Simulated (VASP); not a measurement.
Crystal: MoS2.

```
CELL_PARAMETERS angstrom
1.58550 0.91539 6.11500
-1.58550 0.91539 6.11500
0.00000 -1.83078 6.11500
ATOMIC_POSITIONS crystal
Mo 0.00000 0.00000 0.00000
S 0.25000 0.25000 0.25000
S 0.75000 0.75000 0.75000
```

```yaml
Program: VASP 6.6.1
Task: relaxation of cell and atoms
Functional: PBE
Dispersion: D3(BJ)
Potentials_or_basis: VASP PAW PBE potentials, release 64 (Mo_sv, S)
Cutoff: 600 eV
k_mesh: 10 × 10 × 10
Occupations: fermi-dirac, width 0.05 eV
Spin: no spin polarisation
```

At the start: pressure 3.9 GPa; volume 17.75 Å³/atom.

**Question.** Where does the relaxation end?

**Answer.** Over 19 steps the energy falls by 24.1 meV/atom and the volume is 16.96 Å³/atom (-4.4 %); space group R-3m (No. 166, to 0.1 Å) before and after.

Step by step:
| step | energy change (eV) | largest force (eV/Å) | pressure (GPa) | volume (Å³) |
| --- | --- | --- | --- | --- |
| 1 | 0.0000 | 0.9968 | 3.87 | 53.25 |
| 2 | 0.0568 | 0.8956 | -8.90 | 56.61 |
| 3 | -0.0372 | 0.2024 | -1.56 | 54.51 |
| 4 | -0.0509 | 0.1382 | -0.97 | 53.67 |
| 5 | -0.0550 | 0.0901 | -0.39 | 52.96 |
| 6 | -0.0550 | 0.0848 | -0.30 | 52.87 |
| 7 | -0.0588 | 0.1558 | 0.31 | 52.46 |
| 8 | -0.0622 | 0.2952 | 1.57 | 51.64 |
| 9 | -0.0634 | 0.2786 | 1.46 | 51.61 |
| 10 | -0.0664 | 0.2298 | 1.14 | 51.51 |
| 11 | -0.0704 | 0.1331 | 0.51 | 51.31 |
| 12 | -0.0705 | 0.0606 | -0.64 | 50.91 |
| 13 | -0.0718 | 0.0387 | -0.06 | 51.11 |
| 14 | -0.0718 | 0.0331 | -0.09 | 51.10 |
| 15 | -0.0719 | 0.0276 | -0.11 | 51.08 |
| 16 | -0.0721 | 0.0100 | -0.16 | 51.03 |
| 17 | -0.0722 | 0.0258 | -0.18 | 50.94 |
| 18 | -0.0722 | 0.0136 | -0.17 | 50.97 |
| 19 | -0.0722 | 0.0074 | 0.06 | 50.89 |

Final structure:
```
Mo S
1.0
     1.56865    0.90566    5.97052
    -1.56865    0.90566    5.97052
     0.00000   -1.81132    5.97052
Mo S
1 2
Cartesian
  0.0000 0.0000 0.0000
  0.0000 0.0000 4.3720
  0.0000 0.0000 13.5395
```
